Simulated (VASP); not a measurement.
# HgTe (F-43m) in VASP: further runs

Runs on HgTe. Level: LDA. Tasks: vibrations by perturbation theory.

Program: VASP 6.6.1. These are calculated values, not measurements. Logs are shortened: lines on timing, memory, paths and dates and some standing lists are left out, and cuts for length are marked.

## Step 1: The cell of the first run

The structure is cubic, space group F-43m (No. 216). The conventional cell has a = 5.954 Å, b = 5.954 Å, c = 5.954 Å, α = 90.00°, β = 90.00°, γ = 90.00°. Within 3.4 Å of Hg (site symmetry -43m) lie 4 Te at 2.58 Å. Within 3.4 Å of Te (site symmetry -43m) lie 4 Hg at 2.58 Å.

## Step 2: Vibrations by perturbation theory, LDA

INCAR

```
SYSTEM = HgTe
PREC = Accurate
ENCUT = 520
EDIFF = 1E-8
ISMEAR = -1
SIGMA = 0.15
LREAL = .FALSE.
LASPH = .TRUE.
NELM = 60
ALGO = Normal
ISIF = 2
LWAVE = .FALSE.
LCHARG = .FALSE.
NBANDS = 16
IBRION = 8
NSW = 1
```

KPOINTS

```
Automatic mesh
0
G
  12 12 12
  0 0 0
```

POSCAR

```
HgTe
1.0
    0.0000000000      2.9772049413      2.9772049413
    2.9772049413      0.0000000000      2.9772049413
    2.9772049413      2.9772049413      0.0000000000
Hg Te
1 1
Direct
    0.0000000000      0.0000000000      0.0000000000
    0.7500000000      0.7500000000      0.7500000000
```

Potentials or basis: VASP PAW LDA potentials, release 64 (Hg, Te).

On the command line:

```bash
$ cat potpaw_LDA.64/Hg/POTCAR potpaw_LDA.64/Te/POTCAR > POTCAR
$ mpirun -np 1 vasp_std > vasp.out
```

OUTCAR:

```text
SYSTEM = HgTe
   PREC = Accurate
   ENCUT = 520
   EDIFF = 1E-8
   ISMEAR = -1
   LREAL = .FALSE.
   LASPH = .TRUE.
   NELM = 60
   ISIF = 2
   IBRION = 8
   NSW = 1

 ion  position               nearest neighbor table
   1  0.000  0.000  0.000-   2 2.58   2 2.58   2 2.58   2 2.58
   2  0.750  0.750  0.750-   1 2.58   1 2.58   1 2.58   1 2.58

  LATTYP: Found a face centered cubic cell.
 ALAT       =     5.9544098826

  Lattice vectors:

 A1 = (   0.0000000000,   2.9772049413,   2.9772049413)
 A2 = (   2.9772049413,   0.0000000000,   2.9772049413)
 A3 = (   2.9772049413,   2.9772049413,   0.0000000000)

Analysis of symmetry for initial positions (statically):
=====================================================================
 Subroutine PRICEL returns:
 Original cell was already a primitive cell.

 Routine SETGRP: Setting up the symmetry group for a
 face centered cubic supercell.

 Subroutine GETGRP returns: Found 24 space group operations
 (whereof 24 operations were pure point group operations)
 out of a pool of 48 trial point group operations.

The static configuration has the point symmetry T_d .

Analysis of symmetry for dynamics (positions and initial velocities):
=====================================================================
 Subroutine PRICEL returns:
 Original cell was already a primitive cell.

 Routine SETGRP: Setting up the symmetry group for a
 face centered cubic supercell.

 Subroutine GETGRP returns: Found 24 space group operations
 (whereof 24 operations were pure point group operations)
 out of a pool of 48 trial point group operations.

The dynamic configuration has the point symmetry T_d .

 Subroutine INISYM returns: Found 24 space group operations
 (whereof 24 operations are pure point group operations),
 and found     1 'primitive' translations

----------------------------------------------------------------------------------------

                                     Primitive cell

  volume of cell :      52.7784

  direct lattice vectors                    reciprocal lattice vectors
     0.000000000  2.977204941  2.977204941    -0.167942755  0.167942755  0.167942755
     2.977204941  0.000000000  2.977204941     0.167942755 -0.167942755  0.167942755
     2.977204941  2.977204941  0.000000000     0.167942755  0.167942755 -0.167942755

  length of vectors
     4.210403606  4.210403606  4.210403606     0.290885384  0.290885384  0.290885384

  position of ions in fractional coordinates (direct lattice)
     0.000000000  0.000000000  0.000000000
     0.750000000  0.750000000  0.750000000

  ion indices of the primitive-cell ions
   primitive index   ion index
                 1           1
                 2           2

----------------------------------------------------------------------------------------

 KPOINTS: Automatic mesh

Automatic generation of k-mesh.
 Grid dimensions read from file:
 generate k-points for:   12   12   12

 Generating k-lattice:

  Cartesian coordinates                     Fractional coordinates (reciprocal lattice)
    -0.013995230  0.013995230  0.013995230     0.083333333  0.000000000  0.000000000
     0.013995230 -0.013995230  0.013995230     0.000000000  0.083333333  0.000000000
     0.013995230  0.013995230 -0.013995230     0.000000000  0.000000000  0.083333333

  Length of vectors
     0.024240449  0.024240449  0.024240449

  Shift w.r.t. Gamma in fractional coordinates (k-lattice)
     0.000000000  0.000000000  0.000000000

 Subroutine IBZKPT returns following result:
 ===========================================

 Found     72 irreducible k-points:

 Following reciprocal coordinates:
            Coordinates               Weight
  0.000000  0.000000  0.000000      1.000000
  0.083333  0.000000  0.000000      8.000000
  0.166667  0.000000  0.000000      8.000000
  0.250000  0.000000  0.000000      8.000000
  0.333333  0.000000  0.000000      8.000000
  0.416667  0.000000  0.000000      8.000000
[... 16 lines left out ...]
  0.500000  0.166667  0.000000     24.000000
 -0.416667  0.166667  0.000000     24.000000
 [... further k-points ...]
   k-points           NKPTS =     72   k-points in BZ     NKDIM =     72   number of bands    NBANDS=     16
   number of dos      NEDOS =    301   number of ions     NIONS =      2
   total plane-waves  NPLWV =  32768
   dimension x,y,z NGX =    32 NGY =   32 NGZ =   32
   dimension x,y,z NGXF=    64 NGYF=   64 NGZF=   64
   ions per type =               1   1
   NGX,Y,Z   is equivalent  to a cutoff of  12.64, 12.64, 12.64 a.u.
   NGXF,Y,Z  is equivalent  to a cutoff of  25.27, 25.27, 25.27 a.u.
 SYSTEM =  HgTe
   PREC   = accura    normal or accurate (medium, high low for compatibility)
   ISTART =      0    job   : 0-new  1-cont  2-samecut
   ICHARG =      2    charge: 1-file 2-atom 10-const
   ISPIN  =      1    spin polarized calculation?
   LNONCOLLINEAR =      F non collinear calculations
   LSORBIT =      F    spin-orbit coupling
   LASPH  =      T    aspherical Exc in radial PAW
   ENCUT  =  520.0 eV  38.22 Ry    6.18 a.u.   7.83  7.83  7.83*2*pi/ulx,y,z
   NELM   =     60;   NELMIN=  2; NELMDL= -5     # of ELM steps
   EDIFF  = 0.1E-07   stopping-criterion for ELM
   LREAL  =      F    real-space projection
   EDIFFG = 0.1E-06   stopping-criterion for IOM
   NSW    =      1    number of steps for IOM
   IBRION =      8    ionic relax: 0-MD 1-quasi-New 2-CG
   NFREE  =      0    steps in history (QN), initial steepest desc. (CG)
   ISIF   =      2    stress and relaxation
   ISYM   =      2    0-nonsym 1-usesym 2-fastsym
   POTIM  = 0.5000    time-step for ionic-motion
   TEBEG  =    0.0;   TEEND  =   0.0 temperature during run
   PSTRESS=    0.0 pullay stress
   NELECT =      18.0000    total number of electrons
   NUPDOWN=      -1.0000    fix difference up-down
   EMIN   =  10.00;   EMAX   =-10.00  energy-range for DOS
   EFERMI =   0.00;   METHOD = LEGACY
   ISMEAR =    -1;   SIGMA  =   0.15  broadening in eV -4-tet -1-fermi 0-gaus
   EFERMI_NEDOS =   21; number of points for ismear=-14 and -15
   IALGO  =     38    algorithm
   IMIX   =      4    mixing-type and parameters
     AMIX     =   0.40;   BMIX     =  1.00
     AMIX_MAG =   1.60;   BMIX_MAG =  1.00
  volume/ion in A,a.u.               =      26.39       178.08
  Fermi-wavevector in a.u.,A,eV,Ry     =   1.143792  2.161453 17.799950  1.308259
  Thomas-Fermi vector in A             =   2.280486
   LORBIT       =      0    0 simple, 1 ext, 2 COOP (PROOUT), +10 PAW based schemes
   GGA     = CA    functional components
   LHFCALC =     F    Hartree Fock is set to
   AEXX    =    0.0000 exact exchange contribution
   IVDW    =     0    specifies the selected vdW correction
   LEPSILON=     F    determine dielectric tensor
   LRPA    =     F    only Hartree local field effects (RPA)
 non-spin polarized calculation
  energy-cutoff  :      520.00
  volume of cell :       52.78
 maximum number of plane-waves:      1435
   NGX = 15   NGY = 15   NGZ = 15

--------------------------------------- Ionic step        1  -------------------------------------------

 number of electron      17.9999999 magnetization

 Free energy of the ion-electron system (eV)
  ---------------------------------------------------
  ext. energy  EPLUGINS =         0.00000000
  ---------------------------------------------------
  free energy    TOTEN  =        -4.31295456 eV

  energy without entropy =       -4.30914960  energy(sigma->0) =       -4.31105208

 E-fermi :   6.2431     XC(G=0): -10.2202

 val. band max:        6.0083905014   @ k =   0.0000   0.0000   0.0000
 cond. band min:       6.5969607022   @ k =   0.5000   0.0000   0.0000
 fundamental gap:      0.5885702008
 Fermi energy:         6.2431221720

 k-point     1 :       0.0000    0.0000    0.0000
  band No.  band energies     occupation
      1      -8.2224      2.00000
      2      -3.1999      2.00000
      3      -3.1999      2.00000
      4      -3.1999      2.00000
      5      -2.3177      2.00000
      6      -2.3177      2.00000
[... 433 lines left out ...]
      3      -2.9204      2.00000
      4      -2.3883      2.00000
      5      -2.3050      2.00000
      6      -1.9298      2.00000
[... 8 lines left out ...]
     15      15.3937      0.00000
     16      15.5996      0.00000

 [... further k-points ...]

------------------------ aborting loop because EDIFF is reached ----------------------------------------

  FORCE on cell =-STRESS in cart. coord.  units (eV):
  Direction    XX          YY          ZZ          XY          YZ          ZX
  --------------------------------------------------------------------------------------
  -------------------------------------------------------------------------------------
  Total        6.8363650      6.8363650      6.8363650     -0.0000000      0.0000000      0.0000000
  in kB      207.5294032    207.5294032    207.5294032     -0.0000000      0.0000000      0.0000000
  external PRESSURE =     207.5294032 kB  Pullay stress =       0.0000000 kB

 VOLUME and BASIS-vectors are now :
 -----------------------------------------------------------------------------
  energy-cutoff  :      520.00
  volume of cell :       52.78
      direct lattice vectors                 reciprocal lattice vectors
     0.000000000  2.977204941  2.977204941    -0.167942755  0.167942755  0.167942755
     2.977204941  0.000000000  2.977204941     0.167942755 -0.167942755  0.167942755
     2.977204941  2.977204941  0.000000000     0.167942755  0.167942755 -0.167942755

 POSITION                                       TOTAL-FORCE (eV/Angst)
 -----------------------------------------------------------------------------------
      0.00000      0.00000      0.00000         0.000000      0.000000      0.000000
      4.46581      4.46581      4.46581        -0.000000     -0.000000     -0.000000
 -----------------------------------------------------------------------------------
    total drift:                                0.000000      0.000000      0.000000

  FREE ENERGIE OF THE ION-ELECTRON SYSTEM (eV)
  ---------------------------------------------------
  free  energy   TOTEN  =        -4.3129545560 eV

  energy  without entropy=       -4.3091495957  energy(sigma->0) =       -4.31105208

[... ionic steps 2 to 3 ...]

--------------------------------------- Ionic step        4  -------------------------------------------

------------------------ aborting loop because EDIFF is reached ----------------------------------------

[... ionic steps 5 to 6 ...]

--------------------------------------- Ionic step        7  -------------------------------------------

 Free energy of the ion-electron system (eV)
  ---------------------------------------------------
  ---------------------------------------------------
  free energy    TOTEN  =        -0.04758690 eV

  energy without entropy =       -0.04758690

------------------------ aborting loop because EDIFF is reached ----------------------------------------

 INTERNAL STRAIN TENSOR  FOR ION    2  DIRECTION 1   (eV/Angst):
 -----------------------------------------------------------------------------
    -0.00979  0.00000  0.00000
     0.00000  0.01005 18.32695
     0.00000 18.32695  0.01005

 INTERNAL STRAIN TENSOR FOR ION    2 for displacements in x,y,z  (eV/Angst):
          X           Y           Z          XY          YZ          ZX
  --------------------------------------------------------------------------------
  x     0.00000     0.00000     0.00000     0.00000    18.32695     0.00000
  y     0.00000    -0.00000     0.00000     0.00000     0.00000    18.32695
  z     0.00000     0.00000     0.00000    18.32695     0.00000     0.00000

 SECOND DERIVATIVES (NOT SYMMETRIZED)
 ------------------------------------
               1X          1Y          1Z          2X          2Y          2Z
  1X   -10.053217    0.000000    0.000000   10.053217    0.000000    0.000000
  1Y     0.000000  -10.053217    0.000000    0.000000   10.053217    0.000000
  1Z     0.000000    0.000000  -10.053217    0.000000    0.000000   10.053217
  2X    10.048728    0.000000    0.000000  -10.048728    0.000000    0.000000
  2Y     0.000000   10.048728    0.000000    0.000000  -10.048728    0.000000
  2Z     0.000000    0.000000   10.048728    0.000000    0.000000  -10.048728

 Eigenvectors and eigenvalues of the dynamical matrix
 ----------------------------------------------------

   1 f  =    5.612117 THz    35.261968 2PiTHz  187.200058 cm-1    23.209839 meV
             X         Y         Z           dx          dy          dz
      0.000000  0.000000  0.000000     0.000000    0.623623    0.000000
      4.465807  4.465807  4.465807     0.000000   -0.781725    0.000000
[... 21 lines left out ...]
   6 f/i=    0.000611 THz     0.003838 2PiTHz    0.020377 cm-1     0.002526 meV
             X         Y         Z           dx          dy          dz
      0.000000  0.000000  0.000000     0.000000    0.000000    0.781725
      4.465807  4.465807  4.465807     0.000000    0.000000    0.623623

--------------------------------------------------------------------------------------------------------

 ELASTIC MODULI CONTR FROM IONIC RELAXATION (kBar)
 Direction    XX          YY          ZZ          XY          YZ          ZX
 --------------------------------------------------------------------------------
 XX          -0.0000     -0.0000     -0.0000     -0.0000     -0.0000     -0.0000
 YY          -0.0000     -0.0000     -0.0000     -0.0000     -0.0000      0.0000
 ZZ          -0.0000     -0.0000     -0.0000     -0.0000     -0.0000     -0.0000
 XY          -0.0000     -0.0000     -0.0000  -1037.7317     -0.0000     -0.0000
 YZ          -0.0000     -0.0000     -0.0000     -0.0000  -1037.7317     -0.0000
 ZX          -0.0000      0.0000     -0.0000     -0.0000      0.0000  -1037.7317
 --------------------------------------------------------------------------------
```

Wall time 11 min (1 thread of AMD EPYC 7R43 (Zen 3), shared host); peak memory 0.55 GiB.

What came out:

```
Highest phonon frequency at Γ, LO-TO splitting left out : 187 cm⁻¹
```

Phonon frequencies in cm⁻¹ (negative: imaginary):
| q point | frequencies |
| --- | --- |
| (0.000, 0.000, 0.000) | 0 0 0 187 187 187 |

Caveat: the cell stands under pressure or tension, which shifts response properties; spin-orbit coupling is left out, which moves the levels of the heavy elements.

[end of part 1 of 2]
